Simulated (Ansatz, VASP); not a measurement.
## RbHg6: VASP beside Ansatz

INCAR

```
PREC = Accurate
ENCUT = 520
EDIFF = 1E-7
ISMEAR = 0
SIGMA = 0.1
LREAL = F
LASPH = T
NELM = 100
ALGO = Fast
ISIF = 2
LWAVE = F
LCHARG = T
GGA = PE
LELF = T
LVHAR = T
NBANDS = 50
```

File KPOINTS:

```
regular mesh
0
Gamma
  4 4 4
```

Contents of POSCAR:

```
RbHg6
1.0
    0.0000000000      5.0880842000      5.0880842000
    5.0880842000      0.0000000000      5.0880842000
    5.0880842000      5.0880842000      0.0000000000
Rb Hg
1 6
Direct
    0.0000000000      0.0000000000      0.0000000000
    0.5000000000      0.5000000000      0.0000000000
    0.5000000000      0.0000000000      0.5000000000
    0.0000000000      0.0000000000      0.5000000000
    0.0000000000      0.5000000000      0.0000000000
    0.0000000000      0.5000000000      0.5000000000
    0.5000000000      0.0000000000      0.0000000000
```

Input for Ansatz:

```yaml
crystal:
  lattice:
    - [0.0, 5.0880842, 5.0880842]
    - [5.0880842, 0.0, 5.0880842]
    - [5.0880842, 5.0880842, 0.0]
  atoms:
    - { symbol: Rb, position: [0.0, 0.0, 0.0] }
    - { symbol: Hg, position: [0.5, 0.5, 0.0] }
    - { symbol: Hg, position: [0.5, 0.0, 0.5] }
    - { symbol: Hg, position: [0.0, 0.0, 0.5] }
    - { symbol: Hg, position: [0.0, 0.5, 0.0] }
    - { symbol: Hg, position: [0.0, 0.5, 0.5] }
    - { symbol: Hg, position: [0.5, 0.0, 0.0] }
basis:
  ecutwfc: 420
kpoints:
  mp_grid: { grid: [4, 4, 4] }
hamiltonian:
  xc: pbe
scf:
  occupations: { method: gaussian, width: 0.1 }
  lower_state_search: "off"
output:
  forces: true
  stress: true
  eigenvalues: true
```

Change from the starting cell: relaxed end of: species swapped into the Zn6Mo type (Fm-3m, No. 225).

Alike in both runs: task single point; functional PBE; k mesh 4 × 4 × 4; occupations gaussian, width 0.1 eV; no spin polarisation.

|  | VASP | Ansatz |
| --- | --- | --- |
| version | VASP 6.6.1 | Ansatz 0.2.0 |
| potentials or method | VASP PAW PBE potentials, release 64 (Rb_sv, Hg), cutoff 520 eV | scalar-relativistic, plane waves, PAW |
| valence electrons in the cell | 81 | 129 |

```csv
,VASP,Ansatz,Ansatz less VASP
gap on the k mesh at the Fermi level (eV),none,none,-
pressure (GPa),0.0,0.0,0.00
```

A gap of «none» marks a metal or a gap that the smearing closes. The functional is the same, so the differences come from potentials, cutoffs and numerics. VASP's potentials hold 81 valence electrons a cell and Ansatz's 129, so a difference there can come from the potentials and not from the codes.

Neither program's run includes spin-orbit coupling.
